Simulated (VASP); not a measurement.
A run of VASP 6.6.1:

INCAR

```
SYSTEM = BiN
  ALGO = Normal
  EDIFF = 1E-6
  EDIFFG = -0.01
  ENCUT = 600
  GGA = PS
  IBRION = 2
  ISIF = 4
  ISMEAR = 0
  LASPH = .True.
  LCHARG = .False.
  LREAL = .False.
  LWAVE = .False.
  NELM = 100
  NSW = 60
  PREC = Accurate
  SIGMA = 0.05
```

File KPOINTS:

```
k-points
0
Gamma
  10 10 6
  0 0 0
```

POSCAR

```
BiN
1.0
    3.4658638970      0.0000000000      0.0000000000
   -1.7329319485      3.0015261809      0.0000000000
    0.0000000000      0.0000000000      6.3085889021
Bi N
2 2
Direct
    0.0000000000      0.0000000000      0.0000000000
    0.0000000000      0.0000000000      0.5000000000
    0.3333333333      0.6666666667      0.2500000000
    0.6666666667      0.3333333333      0.7500000000
```

Potentials or basis: VASP PAW PBE potentials, release 64 (Bi_d, N).

Launch:

```console
$ cat potpaw_PBE.64/Bi_d/POTCAR potpaw_PBE.64/N/POTCAR > POTCAR
$ mpirun -np 1 vasp_std > vasp.out
```

Hardware: 1 thread of Intel(R) Xeon(R) Platinum 8488C (Sapphire Rapids), on a shared host.

How long does it take, and how much memory?

It took 4.2 min on 1 thread of Intel(R) Xeon(R) Platinum 8488C (Sapphire Rapids) (shared host), peak memory 0.25 GiB. Counts: scf iterations 32, k points 56, ion steps 4.
